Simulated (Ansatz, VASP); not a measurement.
One calculation of BaTe, two programs

```
CELL_PARAMETERS angstrom
0.03410 3.42705 3.42705
3.42705 0.03410 3.42705
3.42705 3.42705 0.03410
ATOMIC_POSITIONS crystal
Ba 0.00000 0.00000 0.00000
Te 0.50000 0.50000 0.50000
```

Change from the starting cell: equal xy, yz and zx shear strains of +1 %.

Alike in both runs: task single point; functional PBEsol; k mesh 10 × 10 × 10; occupations fermi-dirac, width 0.05 eV; no spin polarisation.

|  | VASP | Ansatz |
| --- | --- | --- |
| version | VASP 6.6.1 | Ansatz 0.2.0 |
| potentials or method | VASP PAW PBE potentials, release 64 (Ba_sv, Te), cutoff 520 eV | all-electron LAPW, scalar-relativistic |

```csv
,VASP,Ansatz,Ansatz less VASP
pressure (GPa),2.4,1.9,-0.46
"traceless stress, the component that is largest in VASP (GPa)",-0.10,-0.10,-0.001
```

VASP's potentials were made for PBE, not for PBEsol. Ansatz ran all-electron here, and VASP with PAW potentials.

Spin-orbit coupling is off throughout.
